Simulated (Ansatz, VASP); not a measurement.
**SnO in VASP and in Ansatz**

```
Sn O
1.0
     3.80200    0.03802    0.03802
     0.03802    3.80200    0.03802
     0.04836    0.04836    4.83600
Sn O
2 2
Direct
  0.00000 0.50000 0.23850
  0.50000 0.00000 0.76150
  0.00000 0.00000 0.00000
  0.50000 0.50000 0.00000
```

Change from the starting cell: equal xy, yz and zx shear strains of +2 %, crystal datasets.

Alike in both runs: task electric field gradients; functional PBEsol; k mesh 8 × 8 × 6; occupations fermi-dirac, width 0.01 eV; no spin polarisation.

|  | VASP | Ansatz |
| --- | --- | --- |
| version | VASP 6.6.1 | Ansatz 0.2.0 |
| potentials or method | VASP PAW PBE potentials, release 64 (Sn_d, O), cutoff 520 eV | all-electron PAW with datasets made for the crystal, scalar-relativistic |

```csv
,VASP,Ansatz,Ansatz less VASP
pressure (GPa),0.3,0.0,-0.27
"traceless stress, the component that is largest in VASP (GPa)",-1.63,-1.63,-0.006
rms of the force components (eV/Å),0.104,0.082,-0.0216
size of Vzz on the site where it differs most (V/Å²),163.9,171.2,+7.31
```

VASP's potentials were made for PBE, not for PBEsol. Atom by atom the forces differ by 0.036 eV/Å (rms over components). Ansatz ran all-electron here, and VASP with PAW potentials.
